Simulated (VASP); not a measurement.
K: single point with PBEsol

The system is K.

```
K
1.0
     2.40470   -2.40470    0.00000
     2.40470    2.40470    0.00000
     0.00000    0.00000    6.17097
K
5
Cartesian
  1.2024 -1.2024 1.8605
  1.2024 1.2024 4.3105
  1.2024 1.2024 1.8605
  1.2024 -1.2024 4.3105
  0.0000 0.0000 0.0000
```

* Program: VASP 6.6.1
* Task: single point
* Functional: PBEsol
* Potentials or basis: VASP PAW PBE potentials, release 64 (K_sv)
* Cutoff: 520 eV
* k mesh: 10 × 10 × 6
* Occupations: gaussian, width 0.1 eV
* Spin: no spin polarisation
* Dipole correction: no
* Further INCAR settings: ALGO = Fast; EDIFF = 1e-07; NBANDS = 30

```
Pressure               : 64.4 GPa
Largest force          : 0.005 eV/Å
Band gap on the k mesh : zero (an odd number of electrons rules out a gap without spin polarisation)
```

Forces in eV/Å, atoms in the order of the input:
```
K    0.000  0.000  0.005
K    0.000  0.000 -0.005
K    0.000  0.000  0.005
K    0.000  0.000 -0.005
K    0.000  0.000  0.000
```

Stress tensor (GPa, compression positive):
```
64.71  0.00  0.00
 0.00 64.71  0.00
 0.00  0.00 63.87
```

Levels at points of the mesh, in eV from the Fermi level:
```csv
k point,band 20,band 21,band 22,band 23,band 24,band 25,band 26,band 27
"(0.00, 0.00, 0.00)",-14.15,-4.34,-1.68,-1.40,-0.25,0.42,0.85,1.07
"(0.50, 0.00, 0.00)",-14.23,-0.63,-0.11,0.59,0.61,1.54,2.44,2.81
"(0.50, 0.50, 0.00)",-13.39,-3.92,-1.99,1.81,2.32,2.60,2.60,3.14
"(0.00, 0.00, 0.50)",-14.02,-3.45,-2.97,-0.26,-0.26,0.08,0.25,0.71
"(0.50, 0.00, 0.50)",-14.30,0.44,0.45,0.52,0.54,1.41,2.29,2.39
"(0.50, 0.50, 0.50)",-13.39,-2.39,-2.14,-1.02,2.35,2.39,2.39,3.17
```

Wall time 4.3 min on 1 thread of Intel(R) Xeon(R) 6975P-C (Granite Rapids) (shared host), peak memory 0.27 GiB.

Caveat: the cell stands under pressure; the PAW data sets were made with another functional, which shifts forces and pressure a little.
